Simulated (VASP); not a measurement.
Here is a VASP 6.6.1 calculation.

File INCAR:

```
ALGO     = Fast           # electronic algorithm
EDIFF    = 1E-6           # SCF threshold, eV
ENCUT    = 520            # plane-wave cutoff, eV
GGA      = PS             # functional
ISIF     = 2              # what is computed and relaxed
ISMEAR   = 0              # smearing method
LASPH    = T              # aspherical terms in the spheres
LCHARG   = T              # write CHGCAR
LELF     = T              # ELF
LREAL    = F              # projectors in reciprocal space
LVHAR    = T            
LWAVE    = F              # write WAVECAR
NBANDS   = 11             # bands
NELM     = 60             # most SCF steps
PREC     = Accurate       # precision mode
SIGMA    = 0.15           # smearing width, eV
```

The input KPOINTS:

```
k-points
0
Gamma
  20 20 20
```

POSCAR

```
Pt
1.0
    0.0000000000      2.0166370000      1.9872685000
    2.0166370000      0.0000000000      1.9872685000
    2.0166370000      2.0166370000      0.0000000000
Pt
1
Direct
    0.0000000000      0.0000000000      0.0000000000
```

Potentials or basis: VASP PAW PBE potentials, release 64 (Pt).

Command:

```sh
$ cat potpaw_PBE.64/Pt/POTCAR > POTCAR
$ mpirun -np 1 vasp_std > vasp.out
```

Problem. Estimate the band gap on the k mesh.

Solution. Zero (band 5 reaches 10.29 eV, above the bottom of band 6 at 8.32 eV).

Problem. Estimate the pressure.

Solution. -17.4 GPa.

Stress tensor (GPa, compression positive):
```
-17.71   0.00   0.00
  0.00 -17.71   0.00
  0.00   0.00 -16.69
```

Caveat: the cell differs from its parent crystal (strain +0.030 along x and y, +0.015 along z); the PAW data sets were made with another functional, which shifts forces and pressure a little; spin-orbit coupling is left out, which moves the levels of the heavy elements.
